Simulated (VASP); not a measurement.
# ScF3 (P4/mmm) in VASP: a series of runs

The runs below take ScF3 through single point, with LDA.

Everything below comes from runs of VASP 6.6.1. Logs are shortened: lines on timing, memory, paths and dates and some standing lists are left out, and cuts for length are marked.

### 1 The cell of the first run

It takes space group P4/mmm (No. 123, tetragonal). The conventional cell has a = 3.691 Å, b = 3.691 Å, c = 3.852 Å, α = 90.00°, β = 90.00°, γ = 90.00°. Within 2.4 Å of Sc (site symmetry 4/mmm) lie 6 F at 1.85 to 1.93 Å. F (site symmetry mmm) has 2 Sc at 1.85 Å within 2.4 Å. F (site symmetry 4/mmm) has 2 Sc at 1.93 Å within 2.6 Å.

### 2 Single point, LDA (strain -0.080 along x and y, -0.040 along z)

Contents of INCAR:

```
SYSTEM = ScF3
  PREC = Accurate
  ENCUT = 520
  EDIFF = 1E-6
  ISMEAR = 0
  SIGMA = 0.05
  LREAL = .False.
  LASPH = .True.
  NELM = 60
  ALGO = Normal
  ISIF = 2
  LWAVE = .False.
  LCHARG = .False.
  GGA = CA
  NBANDS = 24
```

Contents of KPOINTS:

```
regular mesh
0
Gamma
  6 6 6
  0 0 0
```

Contents of POSCAR:

```
ScF3
1.0
    3.6914540000      0.0000000000      0.0000000000
    0.0000000000      3.6914540000      0.0000000000
    0.0000000000      0.0000000000      3.8519520000
Sc F
1 3
Direct
    0.0000000000      0.0000000000      0.0000000000
    0.5000000000      0.0000000000      0.0000000000
    0.0000000000      0.5000000000      0.0000000000
    0.0000000000      0.0000000000      0.5000000000
```

Potentials or basis: VASP PAW LDA potentials, release 64 (Sc_sv, F).

Launch:

```bash
> cat potpaw_LDA.64/Sc_sv/POTCAR potpaw_LDA.64/F/POTCAR > POTCAR
> mpirun -np 1 vasp_std > vasp.out
```

OUTCAR:

```text
SYSTEM = ScF3
   PREC = Accurate
   ENCUT = 520
   EDIFF = 1E-6
   ISMEAR = 0
   LREAL = .False.
   LASPH = .True.
   NELM = 60
   ISIF = 2
   GGA = CA

 ion  position               nearest neighbor table
   1  0.000  0.000  0.000-   2 1.85   3 1.85   3 1.85   2 1.85   4 1.93   4 1.93
   2  0.500  0.000  0.000-   1 1.85   1 1.85
   3  0.000  0.500  0.000-   1 1.85   1 1.85
   4  0.000  0.000  0.500-   1 1.93   1 1.93

  LATTYP: Found a simple tetragonal cell.
 ALAT       =     3.6914540000
 C/A-ratio  =     1.0434782609

  Lattice vectors:

 A1 = (   3.6914540000,   0.0000000000,   0.0000000000)
 A2 = (   0.0000000000,   3.6914540000,   0.0000000000)
 A3 = (   0.0000000000,   0.0000000000,   3.8519520000)

Analysis of symmetry for initial positions (statically):
=====================================================================
 Subroutine PRICEL returns:
 Original cell was already a primitive cell.

 Routine SETGRP: Setting up the symmetry group for a
 simple tetragonal supercell.

 Subroutine GETGRP returns: Found 16 space group operations
 (whereof 16 operations were pure point group operations)
 out of a pool of 16 trial point group operations.

The static configuration has the point symmetry D_4h.

Analysis of symmetry for dynamics (positions and initial velocities):
=====================================================================
 Subroutine PRICEL returns:
 Original cell was already a primitive cell.

 Routine SETGRP: Setting up the symmetry group for a
 simple tetragonal supercell.

 Subroutine GETGRP returns: Found 16 space group operations
 (whereof 16 operations were pure point group operations)
 out of a pool of 16 trial point group operations.

The dynamic configuration has the point symmetry D_4h.

 Subroutine INISYM returns: Found 16 space group operations
 (whereof 16 operations are pure point group operations),
 and found     1 'primitive' translations

----------------------------------------------------------------------------------------

                                     Primitive cell

  volume of cell :      52.4899

  direct lattice vectors                    reciprocal lattice vectors
     3.691454000  0.000000000  0.000000000     0.270895967  0.000000000  0.000000000
     0.000000000  3.691454000  0.000000000     0.000000000  0.270895967  0.000000000
     0.000000000  0.000000000  3.851952000     0.000000000  0.000000000  0.259608635

  length of vectors
     3.691454000  3.691454000  3.851952000     0.270895967  0.270895967  0.259608635
[... 86 lines left out ...]
   LREAL  =      F    real-space projection
   EDIFFG = 0.1E-04   stopping-criterion for IOM
   NSW    =      0    number of steps for IOM
   IBRION =     -1    ionic relax: 0-MD 1-quasi-New 2-CG
   NFREE  =      0    steps in history (QN), initial steepest desc. (CG)
   ISIF   =      2    stress and relaxation
   ISYM   =      2    0-nonsym 1-usesym 2-fastsym
   POTIM  = 0.5000    time-step for ionic-motion
   TEBEG  =    0.0;   TEEND  =   0.0 temperature during run
   PSTRESS=    0.0 pullay stress
   NELECT =      32.0000    total number of electrons
   NUPDOWN=      -1.0000    fix difference up-down
   EMIN   =  10.00;   EMAX   =-10.00  energy-range for DOS
   EFERMI =   0.00;   METHOD = LEGACY
   ISMEAR =     0;   SIGMA  =   0.05  broadening in eV -4-tet -1-fermi 0-gaus
   EFERMI_NEDOS =   21; number of points for ismear=-14 and -15
   IALGO  =     38    algorithm
   IMIX   =      4    mixing-type and parameters
     AMIX     =   0.40;   BMIX     =  1.00
     AMIX_MAG =   1.60;   BMIX_MAG =  1.00
  volume/ion in A,a.u.               =      13.12        88.55
  Fermi-wavevector in a.u.,A,eV,Ry     =   1.388139  2.623202 26.217465  1.926929
  Thomas-Fermi vector in A             =   2.512293
   LORBIT       =      0    0 simple, 1 ext, 2 COOP (PROOUT), +10 PAW based schemes
   GGA     = CA    functional components
   LHFCALC =     F    Hartree Fock is set to
   AEXX    =    0.0000 exact exchange contribution
   IVDW    =     0    specifies the selected vdW correction
   LEPSILON=     F    determine dielectric tensor
   LRPA    =     F    only Hartree local field effects (RPA)
 non-spin polarized calculation
 Gauss-broadening in eV      SIGMA  =   0.05
  energy-cutoff  :      520.00
  volume of cell :       52.49
 maximum number of plane-waves:      1430
 NGX is ok and might be reduce to    28
   NGX = 13   NGY = 13   NGZ = 15

 number of electron      31.9999982 magnetization

 Free energy of the ion-electron system (eV)
  ---------------------------------------------------
  ext. energy  EPLUGINS =         0.00000000
  ---------------------------------------------------
  free energy    TOTEN  =       -28.62923607 eV

  energy without entropy =      -28.62923607  energy(sigma->0) =      -28.62923607

 E-fermi :  -2.3151     XC(G=0):  -9.8348

 val. band max:       -2.7154587131   @ k =   0.5000   0.5000   0.5000
 cond. band min:       4.3694582395   @ k =   0.0000   0.0000   0.0000
 fundamental gap:      7.0849169527
 Fermi energy:        -2.3151273195

 k-point     1 :       0.0000    0.0000    0.0000
  band No.  band energies     occupation
      1     -46.7180      2.00000
      2     -26.0898      2.00000
      3     -26.0898      2.00000
      4     -25.8692      2.00000
      5     -22.9984      2.00000
      6     -22.8257      2.00000
[... 637 lines left out ...]
     23      10.9804      0.00000
     24      12.1380      0.00000

 [... further k-points ...]

------------------------ aborting loop because EDIFF is reached ----------------------------------------

  FORCE on cell =-STRESS in cart. coord.  units (eV):
  Direction    XX          YY          ZZ          XY          YZ          ZX
  --------------------------------------------------------------------------------------
  -------------------------------------------------------------------------------------
  Total       12.2016132     12.2016132      5.5589893      0.0000000     -0.0000000      0.0000000
  in kB      372.4363384    372.4363384    169.6799897      0.0000000     -0.0000000      0.0000000
  external PRESSURE =     304.8508888 kB  Pullay stress =       0.0000000 kB

 VOLUME and BASIS-vectors are now :
 -----------------------------------------------------------------------------
  energy-cutoff  :      520.00
  volume of cell :       52.49
      direct lattice vectors                 reciprocal lattice vectors
     3.691454000  0.000000000  0.000000000     0.270895967  0.000000000  0.000000000
     0.000000000  3.691454000  0.000000000     0.000000000  0.270895967  0.000000000
     0.000000000  0.000000000  3.851952000     0.000000000  0.000000000  0.259608635

 POSITION                                       TOTAL-FORCE (eV/Angst)
 -----------------------------------------------------------------------------------
      0.00000      0.00000      0.00000         0.000000      0.000000      0.000000
      1.84573      0.00000      0.00000         0.000000      0.000000      0.000000
      0.00000      1.84573      0.00000         0.000000      0.000000      0.000000
      0.00000      0.00000      1.92598         0.000000      0.000000      0.000000
 -----------------------------------------------------------------------------------
    total drift:                               -0.000000      0.000000     -0.000000

  FREE ENERGIE OF THE ION-ELECTRON SYSTEM (eV)
  ---------------------------------------------------
  free  energy   TOTEN  =       -28.6292360666 eV

  energy  without entropy=      -28.6292360666  energy(sigma->0) =      -28.62923607
```

stdout:

```text
POSCAR found type information on POSCAR ScF
 POSCAR found :  2 types and       4 ions
 scaLAPACK will be used
 LDA part: xc-table for (Slater(with rela. corr.)+CA(PZ))
 , standard interpolation
 POSCAR, INCAR and KPOINTS ok, starting setup
 FFT: planning ... GRIDC
 FFT: planning ... GRID_SOFT
 FFT: planning ... GRID
 WAVECAR not read
 entering main loop
```

It took 40 s on 1 thread of Intel Xeon Platinum 8259CL at 2.50GHz (Skylake/Cascade Lake), shared host; peak memory 0.17 GiB.

What came out:

| Property | Result |
| --- | --- |
| Free energy | -28.6292 eV |
| Pressure | 30.5 GPa |
| Band gap on the k mesh | 7.08 eV, indirect (least direct gap 7.53 eV) |

Stress tensor (GPa, compression positive):
```
37.24  0.00  0.00
 0.00 37.24  0.00
 0.00  0.00 16.97
```

Caveat: the cell differs from its parent crystal (strain -0.080 along x and y, -0.040 along z). A k mesh can miss the band edges.

### 3 Single point, LDA (strain -0.040 along x and y, -0.080 along z)

Contents of INCAR:

```
ALGO = Normal
EDIFF = 1E-7
ENCUT = 520
ISIF = 2
ISMEAR = 0
LASPH = T
LCHARG = F
LREAL = F
LWAVE = F
NBANDS = 24
NELM = 80
PREC = Accurate
SIGMA = 0.05
```

Contents of KPOINTS:

```
k-points
0
Gamma
  6 6 6
```

Contents of POSCAR:

```
ScF3
1.0
    3.8519520000      0.0000000000      0.0000000000
    0.0000000000      3.8519520000      0.0000000000
    0.0000000000      0.0000000000      3.6914540000
Sc F
1 3
Direct
    0.0000000000      0.0000000000      0.0000000000
    0.5000000000      0.0000000000      0.0000000000
    0.0000000000      0.5000000000      0.0000000000
    0.0000000000      0.0000000000      0.5000000000
```

Potentials or basis: VASP PAW LDA potentials, release 64 (Sc_sv, F).

Launch:

```bash
> cat potpaw_LDA.64/Sc_sv/POTCAR potpaw_LDA.64/F/POTCAR > POTCAR
> mpirun -np 1 vasp_std > vasp.out
```

It took 51 s on 1 thread of Intel Xeon Platinum 8259CL at 2.50GHz (Skylake/Cascade Lake), shared host; peak memory 0.17 GiB.

Results (log left out):

* Free energy: -28.9971 eV
* Pressure: 21.5 GPa
* Band gap on the k mesh: 6.85 eV, indirect (least direct gap 7.39 eV)

Stress tensor (GPa, compression positive):
```
15.07  0.00  0.00
 0.00 15.07  0.00
 0.00  0.00 34.38
```

Levels at points of the mesh, in eV from the valence-band top:
| k point | band 13 | band 14 | band 15 | band 16 | band 17 | band 18 | band 19 | band 20 |
| --- | --- | --- | --- | --- | --- | --- | --- | --- |
| (0.00, 0.00, 0.00) | -0.70 | -0.59 | -0.54 | -0.54 | 6.85 | 6.85 | 6.87 | 7.81 |
| (0.50, 0.00, 0.00) | -1.40 | -1.05 | -0.75 | -0.62 | 6.91 | 8.03 | 8.06 | 9.50 |
| (0.50, 0.50, 0.00) | -1.37 | -1.37 | -1.15 | -0.01 | 8.08 | 8.08 | 8.92 | 10.63 |
| (0.00, 0.00, 0.50) | -1.42 | -0.93 | -0.55 | -0.55 | 6.96 | 8.35 | 8.35 | 9.32 |
| (0.50, 0.00, 0.50) | -1.22 | -1.16 | -1.05 | -0.18 | 8.14 | 8.41 | 9.15 | 10.20 |
| (0.50, 0.50, 0.50) | -2.77 | -0.17 | -0.17 | 0.00 | 9.02 | 9.24 | 9.24 | 11.52 |

Caveat: the cell differs from its parent crystal (strain -0.040 along x and y, -0.080 along z).
